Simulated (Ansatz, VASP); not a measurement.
## TiC: VASP beside Ansatz

The input INCAR:

```
SYSTEM = TiC
PREC = Accurate ; ENCUT = 600
EDIFF = 1E-6 ; ISMEAR = -1
SIGMA = 0.08 ; LREAL = .FALSE.
LASPH = .TRUE. ; NELM = 120
ALGO = Normal ; ISIF = 2
LWAVE = .FALSE. ; LCHARG = .TRUE.
GGA = CA ; LELF = .TRUE.
LVHAR = .TRUE. ; NBANDS = 15
GGA_COMPAT = .FALSE.
```

The input KPOINTS:

```
regular mesh
0
G
  17 17 17
  0 0 0
```

Contents of POSCAR:

```
TiC
1.0
    0.0000000000      2.1304494316      2.1304494316
    2.1304494316      0.0000000000      2.1304494316
    2.1304494316      2.1304494316      0.0000000000
Ti C
1 1
Direct
    0.0000000000      0.0000000000      0.0000000000
    0.5000000000      0.5000000000      0.5000000000
```

Input for Ansatz:

```yaml
crystal:
  lattice:
    - [0.0, 2.1304494316, 2.1304494316]
    - [2.1304494316, 0.0, 2.1304494316]
    - [2.1304494316, 2.1304494316, 0.0]
  atoms:
    - { symbol: Ti, position: [0.0, 0.0, 0.0] }
    - { symbol: C, position: [0.5, 0.5, 0.5] }
kpoints:
  mp_grid: { grid: [17, 17, 17] }
scf:
  occupations: { method: fermi_dirac, width: 0.08 }
hamiltonian:
  xc: lda
  pseudopotentials: { kind: paw, core: large }
output:
  forces: true
  stress: true
  eigenvalues: true
```

Change from the starting cell: volume scaled by 1, PAW files, core large.

Alike in both runs: task single point; functional LDA; k mesh 17 × 17 × 17; occupations fermi-dirac, width 0.08 eV; no spin polarisation.

|  | VASP | Ansatz |
| --- | --- | --- |
| version | VASP 6.6.1 | Ansatz 0.2.0 |
| potentials or method | VASP PAW LDA potentials, release 64 (Ti_sv, C) | PAW with other files of Ansatz's library (core large), scalar-relativistic |
| plane-wave cutoff (eV) | 600 | 420 |
| valence electrons in the cell | 16 | 16 |

```tsv
	VASP	Ansatz	Ansatz less VASP
pressure (GPa)	0.6	0.0	-0.59
```

LDA's correlation is that of Perdew and Zunger in VASP and of Perdew and Wang (1992) in Ansatz. Ansatz's warnings: datasets by core.
